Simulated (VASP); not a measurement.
Input of a VASP 6.6.1 run:

File INCAR:

```
PREC     = Accurate       # precision mode
ENCUT    = 520            # plane-wave cutoff, eV
EDIFF    = 1E-7           # SCF threshold, eV
ISMEAR   = -1             # smearing method
SIGMA    = 0.1            # smearing width, eV
LREAL    = F              # projectors in reciprocal space
LASPH    = T              # aspherical terms in the spheres
NELM     = 100            # most SCF steps
ALGO     = Normal         # electronic algorithm
ISIF     = 2              # what is computed and relaxed
LWAVE    = F              # write WAVECAR
LCHARG   = F              # write CHGCAR
GGA      = CA             # functional
NBANDS   = 21             # bands
```

The input KPOINTS:

```
regular mesh
0
Gamma
  16 16 16
```

Contents of POSCAR:

```
Mo
1.0
    0.0000000000      2.7848743761      2.7848743761
    2.7848743761      0.0000000000      2.7848743761
    2.7848743761      2.7848743761      0.0000000000
Mo
2
Direct
    0.1250000000      0.1250000000      0.1250000000
    0.8750000000      0.8750000000      0.8750000000
```

Potentials or basis: VASP PAW LDA potentials, release 64 (Mo_sv).

Launch:

```console
$ cat potpaw_LDA.64/Mo_sv/POTCAR > POTCAR
$ mpirun -np 1 vasp_std > vasp.out
```

Task: Estimate the band gap on the k mesh.

Result: Zero (band 14 reaches 7.66 eV, above the bottom of band 15 at 7.14 eV).

Task: Predict the pressure.

Result: 0.8 GPa.
